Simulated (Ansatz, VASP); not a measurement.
## Ga3Se2: VASP beside Ansatz

```
CELL_PARAMETERS angstrom
4.80188 0.00000 0.00000
-2.40094 4.15855 0.00000
0.00000 0.00000 6.13196
ATOMIC_POSITIONS crystal
Ga 0.00000 0.00000 0.00000
Ga 0.33333 0.66667 0.69229
Ga 0.66667 0.33333 0.30771
Se 0.33333 0.66667 0.24496
Se 0.66667 0.33333 0.75504
```

Alike in both runs: functional PBE; k mesh 12 × 12 × 6; occupations gaussian, width 0.1 eV; no spin polarisation.

Ansatz relaxed the structure, and its values are those at the end. VASP's run is a single point on that final structure, the one shown.

|  | VASP | Ansatz |
| --- | --- | --- |
| version | VASP 6.6.1 | Ansatz 0.2.0 |
| potentials or method | VASP PAW PBE potentials, release 64 (Ga_d, Se), cutoff 520 eV | scalar-relativistic, plane waves, PAW |
| valence electrons in the cell | 51 | 71 |

|  | VASP | Ansatz | Ansatz less VASP |
| --- | --- | --- | --- |
| gap on the k mesh at the Fermi level (eV) | none | none | - |
| pressure (GPa) | 0.1 | 0.0 | -0.05 |
| rms of the force components (eV/Å) | 0.004 | 0.001 | -0.0031 |

A gap of «none» marks a metal or a gap that the smearing closes. VASP's potentials hold 51 valence electrons a cell and Ansatz's 71, so a difference there can come from the potentials and not from the codes.
